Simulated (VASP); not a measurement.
Co:

```
CELL_PARAMETERS angstrom
2.50740 0.00000 0.00000
-1.25370 2.17147 0.00000
0.00000 0.00000 4.06990
ATOMIC_POSITIONS crystal
Co 0.33333 0.66667 0.25000
Co 0.66667 0.33333 0.75000
```

Base run:

* Program: VASP 6.6.1
* Functional: PBEsol
* Potentials or basis: VASP PAW PBE potentials, release 64 (Co)
* Cutoff: 520 eV
* k mesh: 9 × 9 × 5
* Occupations: fermi-dirac, width 0.1 eV
* Spin: collinear spin, ferromagnetic start
* Starting moments: [1.8, 1.8] μB

Its results: pressure -15.1 GPa; net moment 3.11 μB per cell; site moments Co +1.58 μB.

Question: The run is repeated on the same cell with these changes: k mesh from 9 × 9 × 5 to 6 × 6 × 3. What comes out?

Answer: Pressure -14.5 GPa; net moment 3.26 μB per cell; site moments Co +1.65 μB.

Caveats: some runs use coarse meshes; the PAW data sets were made with another functional, which shifts forces and pressure a little.
